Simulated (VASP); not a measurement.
# NbP (I4_1md) in VASP: further runs

Runs on NbP. Level: PBE. Tasks: single point.

Program: VASP 6.6.1. These are calculated values, not measurements. Logs are shortened: lines on timing, memory, paths and dates and some standing lists are left out, and cuts for length are marked.

## Step 1: The cell of the first run

Symmetry: I4_1md, No. 109, tetragonal system. The conventional cell has a = 3.277 Å, b = 3.277 Å, c = 11.211 Å, α = 90.00°, β = 90.00°, γ = 90.00°. Nb (site symmetry 2mm) has 6 P at 2.49 to 2.50 Å and 8 Nb at 3.25 to 3.28 Å within 3.3 Å. P (site symmetry 2mm) has 6 Nb at 2.49 to 2.50 Å and 8 P at 3.25 to 3.28 Å within 3.3 Å.

## Step 2: Single point, PBE (volume changed by -6%)

The input, INCAR:

```
PREC     = Accurate       # precision mode
ENCUT    = 520            # plane-wave cutoff, eV
EDIFF    = 1E-6           # SCF threshold, eV
ISMEAR   = -1             # smearing method
SIGMA    = 0.02           # smearing width, eV
LREAL    = F              # projectors in reciprocal space
LASPH    = T              # aspherical terms in the spheres
NELM     = 100            # most SCF steps
ALGO     = Normal         # electronic algorithm
ISIF     = 2              # what is computed and relaxed
LWAVE    = F              # write WAVECAR
LCHARG   = F              # write CHGCAR
GGA      = PE             # functional
NBANDS   = 26             # bands
```

The input, KPOINTS:

```
Automatic mesh
0
Gamma
  8 8 8
```

The input, POSCAR:

```
NbP
1.0
   -1.6384403449      1.6384403449      5.6057087716
    1.6384403449     -1.6384403449      5.6057087716
    1.6384403449      1.6384403449     -5.6057087716
Nb P
2 2
Direct
    0.7499687201      0.7499687201      0.0000000000
    0.4999687201      0.9999687201      0.5000000000
    0.3326598549      0.3326598549      0.0000000000
    0.0826598549      0.5826598549      0.5000000000
```

Potentials or basis: VASP PAW PBE potentials, release 64 (Nb_sv, P).

Started as:

```bash
cat potpaw_PBE.64/Nb_sv/POTCAR potpaw_PBE.64/P/POTCAR > POTCAR
mpirun -np 1 vasp_std > vasp.out
```

OUTCAR:

```text
PREC = Accurate
   ENCUT = 520
   EDIFF = 1E-6
   ISMEAR = -1
   LREAL = F
   LASPH = T
   NELM = 100
   ISIF = 2
   GGA = PE

 ion  position               nearest neighbor table
   1  0.750  0.750  0.000-   4 2.49   4 2.49   3 2.50   3 2.50   3 2.50   3 2.50
   2  0.500  1.000  0.500-   3 2.49   3 2.49   4 2.50   4 2.50   4 2.50   4 2.50
   3  0.333  0.333  0.000-   2 2.49   2 2.49   1 2.50   1 2.50   1 2.50   1 2.50
   4  0.083  0.583  0.500-   1 2.49   1 2.49   2 2.50   2 2.50   2 2.50   2 2.50

  LATTYP: Found a body centered tetragonal cell.
 ALAT       =     3.2768806898
 C/A-ratio  =     3.4213688579

  Lattice vectors:

 A1 = (  -1.6384403449,   1.6384403449,   5.6057087716)
 A2 = (   1.6384403449,  -1.6384403449,   5.6057087716)
 A3 = (   1.6384403449,   1.6384403449,  -5.6057087716)

Analysis of symmetry for initial positions (statically):
=====================================================================
 Subroutine PRICEL returns:
 Original cell was already a primitive cell.

 Routine SETGRP: Setting up the symmetry group for a
 body centered tetragonal supercell.

 Subroutine GETGRP returns: Found  8 space group operations
 (whereof  4 operations were pure point group operations)
 out of a pool of 16 trial point group operations.

The static configuration has the point symmetry C_2v.
 The point group associated with its full space group is C_4v.

Analysis of symmetry for dynamics (positions and initial velocities):
=====================================================================
 Subroutine PRICEL returns:
 Original cell was already a primitive cell.

 Routine SETGRP: Setting up the symmetry group for a
 body centered tetragonal supercell.

 Subroutine GETGRP returns: Found  8 space group operations
 (whereof  4 operations were pure point group operations)
 out of a pool of 16 trial point group operations.

The dynamic configuration has the point symmetry C_2v.
 The point group associated with its full space group is C_4v.

 Subroutine INISYM returns: Found  8 space group operations
 (whereof  4 operations are pure point group operations),
 and found     1 'primitive' translations

----------------------------------------------------------------------------------------

                                     Primitive cell

[... 91 lines left out ...]
   LASPH  =      T    aspherical Exc in radial PAW
   ENCUT  =  520.0 eV  38.22 Ry    6.18 a.u.  11.28 11.28 11.28*2*pi/ulx,y,z
   NELM   =    100;   NELMIN=  2; NELMDL= -5     # of ELM steps
   EDIFF  = 0.1E-05   stopping-criterion for ELM
   LREAL  =      F    real-space projection
   EDIFFG = 0.1E-04   stopping-criterion for IOM
   NSW    =      0    number of steps for IOM
   IBRION =     -1    ionic relax: 0-MD 1-quasi-New 2-CG
   NFREE  =      0    steps in history (QN), initial steepest desc. (CG)
   ISIF   =      2    stress and relaxation
   ISYM   =      2    0-nonsym 1-usesym 2-fastsym
   POTIM  = 0.5000    time-step for ionic-motion
   TEBEG  =    0.0;   TEEND  =   0.0 temperature during run
   PSTRESS=    0.0 pullay stress
   NELECT =      36.0000    total number of electrons
   NUPDOWN=      -1.0000    fix difference up-down
   EMIN   =  10.00;   EMAX   =-10.00  energy-range for DOS
   EFERMI =   0.00;   METHOD = LEGACY
   ISMEAR =    -1;   SIGMA  =   0.02  broadening in eV -4-tet -1-fermi 0-gaus
   EFERMI_NEDOS =   21; number of points for ismear=-14 and -15
   IALGO  =     38    algorithm
   IMIX   =      4    mixing-type and parameters
     AMIX     =   0.40;   BMIX     =  1.00
     AMIX_MAG =   1.60;   BMIX_MAG =  1.00
  volume/ion in A,a.u.               =      15.05       101.55
  Fermi-wavevector in a.u.,A,eV,Ry     =   1.379299  2.606497 25.884615  1.902466
  Thomas-Fermi vector in A             =   2.504281
   LORBIT       =      0    0 simple, 1 ext, 2 COOP (PROOUT), +10 PAW based schemes
   GGA     = PE    functional components
   LHFCALC =     F    Hartree Fock is set to
   AEXX    =    0.0000 exact exchange contribution
   IVDW    =     0    specifies the selected vdW correction
   LEPSILON=     F    determine dielectric tensor
   LRPA    =     F    only Hartree local field effects (RPA)
 non-spin polarized calculation
  energy-cutoff  :      520.00
  volume of cell :       60.19
 maximum number of plane-waves:      1640
 NGX is ok and might be reduce to    48
   NGX = 23   NGY = 23   NGZ = 23

 number of electron      36.0000000 magnetization

 Free energy of the ion-electron system (eV)
  ---------------------------------------------------
  ext. energy  EPLUGINS =         0.00000000
  ---------------------------------------------------
  free energy    TOTEN  =       -35.16062003 eV

  energy without entropy =      -35.15906779  energy(sigma->0) =      -35.15984391

 E-fermi :  11.4602     XC(G=0): -12.3226

 val. band max:       11.4466866503   @ k =  -0.2500   0.5000   0.2500
 cond. band min:      11.4688295560   @ k =  -0.1250   0.3750   0.1250
 fundamental gap:      0.0221429058
 Fermi energy:        11.4601689979

 k-point     1 :       0.0000    0.0000    0.0000
  band No.  band energies     occupation
      1     -43.2817      2.00000
      2     -43.2305      2.00000
      3     -19.6470      2.00000
      4     -19.3599      2.00000
      5     -19.3599      2.00000
      6     -19.2006      2.00000
[... 685 lines left out ...]
     25      16.6648      0.00000
     26      17.8827      0.00000

 [... further k-points ...]

------------------------ aborting loop because EDIFF is reached ----------------------------------------

  FORCE on cell =-STRESS in cart. coord.  units (eV):
  Direction    XX          YY          ZZ          XY          YZ          ZX
  --------------------------------------------------------------------------------------
  -------------------------------------------------------------------------------------
  Total        5.1339790      5.1339790      4.3623479      0.0000000      0.0000000      0.0000000
  in kB      136.6510220    136.6510220    116.1125300      0.0000000      0.0000000      0.0000000
  external PRESSURE =     129.8048580 kB  Pullay stress =       0.0000000 kB

 VOLUME and BASIS-vectors are now :
 -----------------------------------------------------------------------------
  energy-cutoff  :      520.00
  volume of cell :       60.19
      direct lattice vectors                 reciprocal lattice vectors
    -1.638440345  1.638440345  5.605708772     0.000000000  0.305168267  0.089194787
     1.638440345 -1.638440345  5.605708772     0.305168267  0.000000000  0.089194787
     1.638440345  1.638440345 -5.605708772     0.305168267  0.305168267  0.000000000

 POSITION                                       TOTAL-FORCE (eV/Angst)
 -----------------------------------------------------------------------------------
      0.00000      0.00000      8.40821        -0.000000      0.000000      0.034914
      1.63844      0.00000      5.60536         0.000000     -0.000000      0.034914
      0.00000      0.00000      3.72959        -0.000000     -0.000000     -0.034914
      1.63844      0.00000      0.92673         0.000000      0.000000     -0.034914
 -----------------------------------------------------------------------------------
    total drift:                               -0.000000     -0.000000      0.000095

  FREE ENERGIE OF THE ION-ELECTRON SYSTEM (eV)
  ---------------------------------------------------
  free  energy   TOTEN  =       -35.1606200301 eV

  energy  without entropy=      -35.1590677910  energy(sigma->0) =      -35.15984391
```

It took 5.6 min on 1 thread of Intel Xeon Platinum 8375C at 2.90GHz (Ice Lake), shared host; peak memory 0.35 GiB.

Results:

```
Free energy            : -35.1606 eV
Pressure               : 13.0 GPa
Largest force          : 0.035 eV/Å
Band gap on the k mesh : 0.02 eV, indirect (least direct gap 0.04 eV)
```

Forces in eV/Å, atoms in the order of the input:
```
Nb   0.000  0.000  0.035
Nb   0.000  0.000  0.035
P    0.000  0.000 -0.035
P    0.000  0.000 -0.035
```

Stress tensor (GPa, compression positive):
```
13.67  0.00  0.00
 0.00 13.67  0.00
 0.00  0.00 11.61
```

## Step 3: Single point, PBE (volume changed by -3%)

The input, INCAR:

```
SYSTEM = NbP
PREC = Accurate
ENCUT = 520
EDIFF = 1E-7
ISMEAR = -1
SIGMA = 0.02
LREAL = .False.
LASPH = .True.
NELM = 100
ALGO = Normal
ISIF = 2
LWAVE = .False.
LCHARG = .True.
GGA = PE
LELF = .True.
LVHAR = .True.
NBANDS = 26
```

The input, KPOINTS:

```
Automatic mesh
0
Gamma
  8 8 8
  0 0 0
```

The input, POSCAR:

```
NbP
1.0
   -1.6556883529      1.6556883529      5.6647205690
    1.6556883529     -1.6556883529      5.6647205690
    1.6556883529      1.6556883529     -5.6647205690
Nb P
2 2
Direct
    0.7499687201      0.7499687201      0.0000000000
    0.4999687201      0.9999687201      0.5000000000
    0.3326598549      0.3326598549      0.0000000000
    0.0826598549      0.5826598549      0.5000000000
```

Potentials or basis: VASP PAW PBE potentials, release 64 (Nb_sv, P).

Started as:

```bash
cat potpaw_PBE.64/Nb_sv/POTCAR potpaw_PBE.64/P/POTCAR > POTCAR
mpirun -np 1 vasp_std > vasp.out
```

OUTCAR:

```text
SYSTEM = NbP
   PREC = Accurate
   ENCUT = 520
   EDIFF = 1E-7
   ISMEAR = -1
   LREAL = .False.
   LASPH = .True.
   NELM = 100
   ISIF = 2
   GGA = PE

 ion  position               nearest neighbor table
   1  0.750  0.750  0.000-   4 2.52   4 2.52   3 2.52   3 2.52   3 2.52   3 2.52
   2  0.500  1.000  0.500-   3 2.52   3 2.52   4 2.52   4 2.52   4 2.52   4 2.52
   3  0.333  0.333  0.000-   2 2.52   2 2.52   1 2.52   1 2.52   1 2.52   1 2.52
   4  0.083  0.583  0.500-   1 2.52   1 2.52   2 2.52   2 2.52   2 2.52   2 2.52

  LATTYP: Found a body centered tetragonal cell.
 ALAT       =     3.3113767058
 C/A-ratio  =     3.4213688579

  Lattice vectors:

 A1 = (  -1.6556883529,   1.6556883529,   5.6647205690)
 A2 = (   1.6556883529,  -1.6556883529,   5.6647205690)
 A3 = (   1.6556883529,   1.6556883529,  -5.6647205690)

Analysis of symmetry for initial positions (statically):
=====================================================================
 Subroutine PRICEL returns:
 Original cell was already a primitive cell.

 Routine SETGRP: Setting up the symmetry group for a
 body centered tetragonal supercell.

 Subroutine GETGRP returns: Found  8 space group operations
 (whereof  4 operations were pure point group operations)
 out of a pool of 16 trial point group operations.

The static configuration has the point symmetry C_2v.
 The point group associated with its full space group is C_4v.

Analysis of symmetry for dynamics (positions and initial velocities):
=====================================================================
 Subroutine PRICEL returns:
 Original cell was already a primitive cell.

 Routine SETGRP: Setting up the symmetry group for a
 body centered tetragonal supercell.

 Subroutine GETGRP returns: Found  8 space group operations
 (whereof  4 operations were pure point group operations)
 out of a pool of 16 trial point group operations.

The dynamic configuration has the point symmetry C_2v.
[... 123 lines left out ...]
     AMIX     =   0.40;   BMIX     =  1.00
     AMIX_MAG =   1.60;   BMIX_MAG =  1.00
  volume/ion in A,a.u.               =      15.53       104.79
  Fermi-wavevector in a.u.,A,eV,Ry     =   1.364930  2.579344 25.348122  1.863034
  Thomas-Fermi vector in A             =   2.491203
   LORBIT       =      0    0 simple, 1 ext, 2 COOP (PROOUT), +10 PAW based schemes
   GGA     = PE    functional components
   LHFCALC =     F    Hartree Fock is set to
   AEXX    =    0.0000 exact exchange contribution
   IVDW    =     0    specifies the selected vdW correction
   LEPSILON=     F    determine dielectric tensor
   LRPA    =     F    only Hartree local field effects (RPA)
 non-spin polarized calculation
  energy-cutoff  :      520.00
  volume of cell :       62.11
 maximum number of plane-waves:      1697
 NGX is ok and might be reduce to    48
   NGX = 23   NGY = 23   NGZ = 23

 number of electron      36.0000001 magnetization

 Free energy of the ion-electron system (eV)
  ---------------------------------------------------
  ext. energy  EPLUGINS =         0.00000000
  ---------------------------------------------------
  free energy    TOTEN  =       -35.27307444 eV

  energy without entropy =      -35.27163683  energy(sigma->0) =      -35.27235564

 E-fermi :  11.0304     XC(G=0): -12.1669

 val. band max:       11.0278738738   @ k =  -0.2500   0.5000   0.2500
 cond. band min:      11.0475432965   @ k =  -0.1250   0.3750   0.1250
 fundamental gap:      0.0196694227
 Fermi energy:        11.0303510356

 k-point     1 :       0.0000    0.0000    0.0000
  band No.  band energies     occupation
      1     -43.8041      2.00000
      2     -43.7599      2.00000
      3     -20.1163      2.00000
      4     -19.8750      2.00000
      5     -19.8750      2.00000
      6     -19.7240      2.00000
[... 685 lines left out ...]
     25      16.0239      0.00000
     26      17.2346      0.00000

 [... further k-points ...]

------------------------ aborting loop because EDIFF is reached ----------------------------------------

  FORCE on cell =-STRESS in cart. coord.  units (eV):
  Direction    XX          YY          ZZ          XY          YZ          ZX
  --------------------------------------------------------------------------------------
  -------------------------------------------------------------------------------------
  Total        2.3482863      2.3482863      2.0463891      0.0000000      0.0000000      0.0000000
  in kB       60.5711696     60.5711696     52.7841014      0.0000000      0.0000000      0.0000000
  external PRESSURE =      57.9754802 kB  Pullay stress =       0.0000000 kB

 VOLUME and BASIS-vectors are now :
 -----------------------------------------------------------------------------
  energy-cutoff  :      520.00
  volume of cell :       62.11
      direct lattice vectors                 reciprocal lattice vectors
    -1.655688353  1.655688353  5.664720569     0.000000000  0.301989199  0.088265607
     1.655688353 -1.655688353  5.664720569     0.301989199  0.000000000  0.088265607
     1.655688353  1.655688353 -5.664720569     0.301989199  0.301989199  0.000000000

 POSITION                                       TOTAL-FORCE (eV/Angst)
 -----------------------------------------------------------------------------------
      0.00000      0.00000      8.49673        -0.000000     -0.000000      0.021335
      1.65569      0.00000      5.66437         0.000000      0.000000      0.021335
      0.00000      0.00000      3.76885        -0.000000     -0.000000     -0.021335
      1.65569      0.00000      0.93649         0.000000      0.000000     -0.021335
 -----------------------------------------------------------------------------------
    total drift:                                0.000000      0.000000     -0.000066

  FREE ENERGIE OF THE ION-ELECTRON SYSTEM (eV)
  ---------------------------------------------------
  free  energy   TOTEN  =       -35.2730744442 eV

  energy  without entropy=      -35.2716368326  energy(sigma->0) =      -35.27235564
```

Wall time 5.3 min (1 thread of Intel Xeon Platinum 8375C at 2.90GHz (Ice Lake), shared host); peak memory 0.36 GiB.

What came out:

- Free energy: -35.2731 eV
- Pressure: 5.8 GPa
- Largest force: 0.021 eV/Å
- Band gap on the k mesh: zero (band 18 reaches 11.03 eV, above the bottom of band 19 at 11.02 eV)

Forces on the atoms (eV/Å):
```
Nb   0.000  0.000  0.021
Nb   0.000  0.000  0.021
P    0.000  0.000 -0.021
P    0.000  0.000 -0.021
```
